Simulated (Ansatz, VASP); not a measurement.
**Ru: VASP beside Ansatz**

Contents of INCAR:

```
PREC = Accurate
ENCUT = 520
EDIFF = 1E-6
ISMEAR = 0
SIGMA = 0.1
LREAL = F
LASPH = T
NELM = 80
ALGO = Normal
ISIF = 2
LWAVE = F
LCHARG = F
GGA = PE
NBANDS = 36
```

File KPOINTS:

```
regular mesh
0
Gamma
  9 9 2
```

The input POSCAR:

```
Ru
1.0
    2.7485537587      0.0000000000      0.0000000000
   -1.3742768793      2.3803173787      0.0000000000
    0.0000000000      0.0000000000      8.8646283618
Ru
4
Direct
    0.0000000000      0.0000000000      0.0000000000
    0.0000000000      0.0000000000      0.5000000000
    0.3333333333      0.6666666667      0.7500000000
    0.6666666667      0.3333333333      0.2500000000
```

Input for Ansatz:

```yaml
crystal:
  lattice:
    - [2.7485537587, 0.0, 0.0]
    - [-1.3742768793, 2.3803173787, 0.0]
    - [0.0, 0.0, 8.8646283618]
  atoms:
    - { symbol: Ru, position: [0.0, 0.0, 0.0] }
    - { symbol: Ru, position: [0.0, 0.0, 0.5] }
    - { symbol: Ru, position: [0.3333333333, 0.6666666667, 0.75] }
    - { symbol: Ru, position: [0.6666666667, 0.3333333333, 0.25] }
basis:
  ecutwfc: 420
kpoints:
  mp_grid: { grid: [9, 9, 2] }
hamiltonian:
  xc: pbe
scf:
  occupations: { method: gaussian, width: 0.1 }
  lower_state_search: "off"
output:
  forces: true
  stress: true
  eigenvalues: true
```

Alike in both runs: task single point; functional PBE; k mesh 9 × 9 × 2; occupations gaussian, width 0.1 eV; no spin polarisation.

|  | VASP | Ansatz |
| --- | --- | --- |
| version | VASP 6.6.1 | Ansatz 0.2.0 |
| potentials or method | VASP PAW PBE potentials, release 64 (Ru_pv), cutoff 520 eV | scalar-relativistic, plane waves, PAW |
| valence electrons in the cell | 56 | 64 |

|  | VASP | Ansatz | Ansatz less VASP |
| --- | --- | --- | --- |
| gap on the k mesh at the Fermi level (eV) | none | none | - |
| pressure (GPa) | -13.6 | -13.5 | +0.11 |
| traceless stress, the component that is largest in VASP (GPa) | 1.27 | 1.27 | +0.002 |

A gap of «none» marks a metal or a gap that the smearing closes. The functional is the same, so the differences come from potentials, cutoffs and numerics. VASP's potentials hold 56 valence electrons a cell and Ansatz's 64, so a difference there can come from the potentials and not from the codes.
